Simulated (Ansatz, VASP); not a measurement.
Two plane-wave programs on TiN

```
Ti N
1.0
     0.00000    2.08630    2.08630
     2.08630    0.00000    2.08630
     2.08630    2.08630    0.00000
Ti N
1 1
Direct
  0.00000 0.00000 0.00000
  0.50000 0.50000 0.50000
```

Alike in both runs: task relaxation of cell and atoms; functional LDA; k mesh 24 × 24 × 24; occupations gaussian, width 0.1 eV; no spin polarisation.

```csv
,VASP,Ansatz
version,VASP 6.6.1,Ansatz 0.2.0
potentials or method,"VASP PAW LDA potentials, release 64 (Ti_sv, N), cutoff 600 eV","scalar-relativistic, plane waves, PAW"
valence electrons in the cell,17,17
```

VASP gave:

```
gap on the k mesh at the Fermi level, each at its own relaxed structure (eV) : none
relaxed volume (Å³/atom)                                                     : 9.10
relaxed cell length with the largest relative difference (Å)                 : 2.953
```

Problem. Estimate Ansatz's values.

Solution. gap on the k mesh at the Fermi level, each at its own relaxed structure (eV): none; relaxed volume (Å³/atom): 9.08; relaxed cell length with the largest relative difference (Å): 2.950.

Ansatz warns that its potentials were made for another functional, while VASP's fit it. LDA's correlation is that of Perdew and Zunger in VASP and of Perdew and Wang (1992) in Ansatz. A gap of «none» marks a metal or a gap that the smearing closes.
